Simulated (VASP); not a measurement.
# Nb2Br (Fddd) in VASP: single point with PBE

Aim: the single point of Nb2Br with PBE.

All numbers are computed with VASP 6.6.1; they aren't measurements. Logs are shortened: lines on timing, memory, paths and dates and some standing lists are left out, and cuts for length are marked.

## 1. The cell of the first run

The typed cell holds 6 atoms: a = 5.724 Å, b = 5.232 Å, c = 5.725 Å, α = 62.80°, β = 54.39°, γ = 62.81°.

## 2. Single point, PBE

INCAR

```
  PREC = Accurate
  ENCUT = 520
  EDIFF = 1E-7
  ISMEAR = 0
  SIGMA = 0.1
  LREAL = F
  LASPH = T
  NELM = 60
  ALGO = Normal
  ISIF = 2
  LWAVE = F
  LCHARG = T
  GGA = PE
  LELF = T
  LVHAR = T
  NBANDS = 42
```

KPOINTS

```
regular mesh
0
Gamma
  4 4 4
```

POSCAR

```
Nb2Br
1.0
    0.0000000000      4.3682903061      3.6994382698
    3.6999970216      0.0000000000      3.6994382698
    3.6999970216      4.3682903061      0.0000000000
Nb Br
4 2
Direct
    0.0954603563      0.4045396437      0.0954603563
    0.4045396437      0.0954603563      0.4045396437
    0.1545396437      0.8454603563      0.1545396437
    0.8454603563      0.1545396437      0.8454603563
    0.7500000000      0.7500000000      0.7500000000
    0.5000000000      0.5000000000      0.5000000000
```

Potentials or basis: VASP PAW PBE potentials, release 64 (Nb_sv, Br).

Command:

```bash
$ cat potpaw_PBE.64/Nb_sv/POTCAR potpaw_PBE.64/Br/POTCAR > POTCAR
$ mpirun -np 1 vasp_std > vasp.out
```

OUTCAR:

```text
PREC = Accurate
   ENCUT = 520
   EDIFF = 1E-7
   ISMEAR = 0
   LREAL = F
   LASPH = T
   NELM = 60
   ISIF = 2
   GGA = PE

 ion  position               nearest neighbor table
   1  0.095  0.405  0.095-   3 2.67   3 2.67   2 2.70   6 2.75   6 2.75
   2  0.405  0.095  0.405-   4 2.67   4 2.67   1 2.70   6 2.75   6 2.75
   3  0.155  0.845  0.155-   1 2.67   1 2.67   4 2.70   5 2.75   5 2.75
   4  0.845  0.155  0.845-   2 2.67   2 2.67   3 2.70   5 2.75   5 2.75
   5  0.750  0.750  0.750-   4 2.75   3 2.75   4 2.75   3 2.75
   6  0.500  0.500  0.500-   1 2.75   2 2.75   1 2.75   2 2.75

  LATTYP: Found a face centered orthorhombic cell.
 ALAT       =     7.3988765396
 B/A-ratio  =     1.0001510369
 C/A-ratio  =     1.1807982692

  Lattice vectors:

 A1 = (   3.6999970216,   4.3682903061,   0.0000000000)
 A2 = (   0.0000000000,   4.3682903061,   3.6994382698)
 A3 = (   3.6999970216,   0.0000000000,   3.6994382698)

Analysis of symmetry for initial positions (statically):
=====================================================================
 Subroutine PRICEL returns:
 Original cell was already a primitive cell.

 Routine SETGRP: Setting up the symmetry group for a
 face centered orthorhombic supercell.

 Subroutine GETGRP returns: Found  8 space group operations
 (whereof  4 operations were pure point group operations)
 out of a pool of  8 trial point group operations.

The static configuration has the point symmetry D_2 .
 The point group associated with its full space group is D_2h.

Analysis of symmetry for dynamics (positions and initial velocities):
=====================================================================
 Subroutine PRICEL returns:
 Original cell was already a primitive cell.

 Routine SETGRP: Setting up the symmetry group for a
 face centered orthorhombic supercell.

 Subroutine GETGRP returns: Found  8 space group operations
 (whereof  4 operations were pure point group operations)
 out of a pool of  8 trial point group operations.

The dynamic configuration has the point symmetry D_2 .
 The point group associated with its full space group is D_2h.

 Subroutine INISYM returns: Found  8 space group operations
 (whereof  4 operations are pure point group operations),
 and found     1 'primitive' translations

----------------------------------------------------------------------------------------
[... 95 lines left out ...]
   LREAL  =      F    real-space projection
   EDIFFG = 0.1E-05   stopping-criterion for IOM
   NSW    =      0    number of steps for IOM
   IBRION =     -1    ionic relax: 0-MD 1-quasi-New 2-CG
   NFREE  =      0    steps in history (QN), initial steepest desc. (CG)
   ISIF   =      2    stress and relaxation
   ISYM   =      2    0-nonsym 1-usesym 2-fastsym
   POTIM  = 0.5000    time-step for ionic-motion
   TEBEG  =    0.0;   TEEND  =   0.0 temperature during run
   PSTRESS=    0.0 pullay stress
   NELECT =      66.0000    total number of electrons
   NUPDOWN=      -1.0000    fix difference up-down
   EMIN   =  10.00;   EMAX   =-10.00  energy-range for DOS
   EFERMI =   0.00;   METHOD = LEGACY
   ISMEAR =     0;   SIGMA  =   0.10  broadening in eV -4-tet -1-fermi 0-gaus
   EFERMI_NEDOS =   21; number of points for ismear=-14 and -15
   IALGO  =     38    algorithm
   IMIX   =      4    mixing-type and parameters
     AMIX     =   0.40;   BMIX     =  1.00
     AMIX_MAG =   1.60;   BMIX_MAG =  1.00
  volume/ion in A,a.u.               =      19.93       134.50
  Fermi-wavevector in a.u.,A,eV,Ry     =   1.342857  2.537633 24.534927  1.803266
  Thomas-Fermi vector in A             =   2.470978
   LORBIT       =      0    0 simple, 1 ext, 2 COOP (PROOUT), +10 PAW based schemes
   GGA     = PE    functional components
   LHFCALC =     F    Hartree Fock is set to
   AEXX    =    0.0000 exact exchange contribution
   IVDW    =     0    specifies the selected vdW correction
   LEPSILON=     F    determine dielectric tensor
   LRPA    =     F    only Hartree local field effects (RPA)
 non-spin polarized calculation
 Gauss-broadening in eV      SIGMA  =   0.10
  energy-cutoff  :      520.00
  volume of cell :      119.59
 maximum number of plane-waves:      3249
 NGX is ok and might be reduce to    48
   NGX = 21   NGY = 19   NGZ = 21

 number of electron      65.9999998 magnetization

 Free energy of the ion-electron system (eV)
  ---------------------------------------------------
  ext. energy  EPLUGINS =         0.00000000
  ---------------------------------------------------
  free energy    TOTEN  =       -41.71613963 eV

  energy without entropy =      -41.68710864  energy(sigma->0) =      -41.70162414

 E-fermi :   9.7190     XC(G=0): -11.4486

 val. band max:        9.6377173625   @ k =   0.5000   0.2500   0.2500
 cond. band min:       9.7587461632   @ k =   0.2500   0.0000   0.2500
 fundamental gap:      0.1210288007
 Fermi energy:         9.7190369963

 k-point     1 :       0.0000    0.0000    0.0000
  band No.  band energies     occupation
      1     -45.4879      2.00000
      2     -45.3681      2.00000
      3     -45.2459      2.00000
      4     -45.1752      2.00000
      5     -22.0982      2.00000
      6     -22.0981      2.00000
[... 799 lines left out ...]
     41      11.3971      0.00000
     42      11.3971      0.00000

------------------------ aborting loop because EDIFF is reached ----------------------------------------

  FORCE on cell =-STRESS in cart. coord.  units (eV):
  Direction    XX          YY          ZZ          XY          YZ          ZX
  --------------------------------------------------------------------------------------
  -------------------------------------------------------------------------------------
  Total       -0.3484880     -0.3294268     -0.3401757      0.0000000      0.0000000      0.0000000
  in kB       -4.6689556     -4.4135790     -4.5575896      0.0000000      0.0000000      0.0000000
  external PRESSURE =      -4.5467081 kB  Pullay stress =       0.0000000 kB

 VOLUME and BASIS-vectors are now :
 -----------------------------------------------------------------------------
  energy-cutoff  :      520.00
  volume of cell :      119.59
      direct lattice vectors                 reciprocal lattice vectors
     0.000000000  4.368290306  3.699438270    -0.135135244  0.114461257  0.135155654
     3.699997022  0.000000000  3.699438270     0.135135244 -0.114461257  0.135155654
     3.699997022  4.368290306  0.000000000     0.135135244  0.114461257 -0.135155654

 POSITION                                       TOTAL-FORCE (eV/Angst)
 -----------------------------------------------------------------------------------
      1.85000      0.83400      1.84972        -0.000000      0.001419      0.000000
      1.85000      3.53429      1.84972        -0.000000     -0.001419      0.000000
      3.70000      1.35015      3.69944         0.000000     -0.001419      0.000000
      3.70000      7.38643      3.69944         0.000000      0.001419      0.000000
      5.55000      6.55244      5.54916         0.000000     -0.000000      0.000000
      3.70000      4.36829      3.69944        -0.000000     -0.000000     -0.000000
 -----------------------------------------------------------------------------------
    total drift:                                0.000000      0.000000      0.000000

  FREE ENERGIE OF THE ION-ELECTRON SYSTEM (eV)
  ---------------------------------------------------
  free  energy   TOTEN  =       -41.7161396311 eV

  energy  without entropy=      -41.6871086442  energy(sigma->0) =      -41.70162414
```

OSZICAR:

```text
N       E                     dE             d eps       ncg     rms          rms(c)
DAV:   1     0.811384269894E+03    0.81138E+03   -0.35252E+04  1512   0.158E+03
DAV:   2     0.324671008088E+02   -0.77892E+03   -0.75712E+03  1824   0.628E+02
DAV:   3    -0.383318588527E+02   -0.70799E+02   -0.68247E+02  2496   0.137E+02
DAV:   4    -0.439110359496E+02   -0.55792E+01   -0.54902E+01  2608   0.351E+01
DAV:   5    -0.441872091886E+02   -0.27617E+00   -0.27409E+00  2536   0.737E+00    0.142E+01
DAV:   6    -0.420697935661E+02    0.21174E+01   -0.34919E+00  2016   0.113E+01    0.701E+00
DAV:   7    -0.417061626711E+02    0.36363E+00   -0.21876E+00  2296   0.762E+00    0.318E+00
DAV:   8    -0.417224942886E+02   -0.16332E-01   -0.26469E-01  2208   0.414E+00    0.609E-01
DAV:   9    -0.417159623677E+02    0.65319E-02   -0.52259E-02  2256   0.147E+00    0.233E-01
DAV:  10    -0.417161000095E+02   -0.13764E-03   -0.55892E-03  2528   0.513E-01    0.891E-02
DAV:  11    -0.417161370133E+02   -0.37004E-04   -0.57866E-04  2144   0.175E-01    0.347E-02
DAV:  12    -0.417161421918E+02   -0.51785E-05   -0.44995E-05  2216   0.452E-02    0.155E-02
DAV:  13    -0.417161391357E+02    0.30562E-05   -0.78185E-06  2360   0.159E-02    0.329E-03
DAV:  14    -0.417161396916E+02   -0.55591E-06   -0.89139E-07  2280   0.671E-03    0.141E-03
DAV:  15    -0.417161395709E+02    0.12066E-06   -0.67514E-08  1296   0.191E-03    0.366E-04
DAV:  16    -0.417161396311E+02   -0.60195E-07   -0.24204E-08  1294   0.165E-03
   1 F= -.41716140E+02 E0= -.41701624E+02  d E =-.290310E-01
```

It took 2.5 min on 1 thread of Intel Xeon Platinum 8488C (Sapphire Rapids), shared host; peak memory 0.32 GiB.

What came out:

```yaml
Free_energy: -41.7161 eV
Pressure: -0.5 GPa
Band_gap_on_the_k_mesh: zero (band 33 reaches 10.15 eV, above the bottom of band 34 at 9.28 eV)
```
